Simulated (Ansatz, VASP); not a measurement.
One calculation of Ru, two programs

```xyz
2
Lattice="2.6506 0.0000 0.0000 -1.3253 2.2955 0.0000 0.0000 0.0000 4.1945" Properties=species:S:1:pos:R:3 pbc="T T T"
Ru    0.0000    1.5303    1.0486
Ru    1.3253    0.7652    3.1459
```

Change from the starting cell: volume scaled by 0.94, crystal datasets.

Alike in both runs: task electric field gradients; functional PBEsol; k mesh 14 × 14 × 8; occupations fermi-dirac, width 0.03 eV; no spin polarisation.

```csv
,VASP,Ansatz
version,VASP 6.6.1,Ansatz 0.2.0
potentials or method,"VASP PAW PBE potentials, release 64 (Ru_pv), cutoff 520 eV","all-electron PAW with datasets made for the crystal, scalar-relativistic"
```

|  | VASP | Ansatz | Ansatz less VASP |
| --- | --- | --- | --- |
| pressure (GPa) | 16.6 | 16.6 | -0.04 |
| traceless stress, the component that is largest in VASP (GPa) | -0.60 | -0.66 | -0.053 |
| size of Vzz on the site where it differs most (V/Å²) | 15.2 | 12.2 | -2.94 |

VASP's potentials were made for PBE, not for PBEsol. Ansatz ran all-electron here, and VASP with PAW potentials.
